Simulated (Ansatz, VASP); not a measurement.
## Cd in VASP and in Ansatz

```
CELL_PARAMETERS angstrom
-1.82326 1.82326 1.82326
1.82326 -1.82326 1.82326
1.82326 1.82326 -1.82326
ATOMIC_POSITIONS crystal
Cd 0.00000 0.00000 0.00000
```

Alike in both runs: functional PBE; k mesh 16 × 16 × 16; occupations fermi-dirac, width 0.05 eV; no spin polarisation.

Ansatz relaxed the structure, and its values are those at the end. VASP's run is a single point on that final structure, the one shown.

```csv
,VASP,Ansatz
version,VASP 6.6.1,Ansatz 0.2.0
potentials or method,"VASP PAW PBE potentials, release 64 (Cd), cutoff 520 eV","all-electron LAPW, non-relativistic"
```

VASP gave:

- pressure (GPa): -1.1

Problem. What did Ansatz give for the same quantities?

Solution. Pressure (GPa): 0.0.

Ansatz ran all-electron here, and VASP with PAW potentials.
